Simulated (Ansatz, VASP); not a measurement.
# One calculation of Cu, two programs

File INCAR:

```
SYSTEM = Cu
PREC     = Accurate       ! precision mode
ENCUT    = 520            ! plane-wave cutoff, eV
EDIFF    = 1E-8           ! SCF threshold, eV
ISMEAR   = -1             ! smearing method
SIGMA    = 0.08           ! smearing width, eV
LREAL    = .False.        ! projectors in reciprocal space
LASPH    = .True.         ! aspherical terms in the spheres
NELM     = 80             ! most SCF steps
ALGO     = Normal         ! electronic algorithm
ISIF     = 2              ! what is computed and relaxed
LWAVE    = .False.        ! write WAVECAR
LCHARG   = .False.        ! write CHGCAR
GGA      = PE             ! functional
LEFG     = .True.       
NBANDS   = 12             ! bands
```

Contents of KPOINTS:

```
regular mesh
0
Gamma
  19 19 19
  0 0 0
```

The input POSCAR:

```
Cu
1.0
    0.0542250000      1.8346125000      1.8346125000
    1.8346125000      0.0542250000      1.8346125000
    1.8346125000      1.8346125000      0.0542250000
Cu
1
Direct
    0.0000000000      0.0000000000      0.0000000000
```

Input for Ansatz:

```yaml
crystal:
  lattice:
    - [0.054225, 1.8346125, 1.8346125]
    - [1.8346125, 0.054225, 1.8346125]
    - [1.8346125, 1.8346125, 0.054225]
  atoms:
    - { symbol: Cu, position: [0.0, 0.0, 0.0] }
kpoints:
  mp_grid: { grid: [19, 19, 19] }
scf:
  occupations: { method: fermi_dirac, width: 0.08 }
hamiltonian:
  xc: pbe
  pseudopotentials: { kind: paw }
output:
  forces: true
  stress: true
  eigenvalues: true
  efg: { contact_densities: true }
  write_density: true
  write_potential: true
  elf: true
  volumetric_format: npy
```

Change from the starting cell: equal xy, yz and zx shear strains of +3 %, PAW files.

Alike in both runs: task electric field gradients; functional PBE; k mesh 19 × 19 × 19; occupations fermi-dirac, width 0.08 eV; no spin polarisation.

|  | VASP | Ansatz |
| --- | --- | --- |
| version | VASP 6.6.1 | Ansatz 0.2.0 |
| potentials or method | VASP PAW PBE potentials, release 64 (Cu) | PAW with Ansatz's default frozen-core files, scalar-relativistic |
| plane-wave cutoff (eV) | 520 | 420 |
| valence electrons in the cell | 11 | 19 |

```csv
,VASP,Ansatz,Ansatz less VASP
pressure (GPa),2.7,2.2,-0.52
"traceless stress, the component that is largest in VASP (GPa)",-2.40,-2.43,-0.027
size of Vzz on the site where it differs most (V/Å²),2.5,1.0,-1.50
```

VASP's potentials hold 11 valence electrons a cell and Ansatz's 19, so a difference there can come from the potentials and not from the codes.
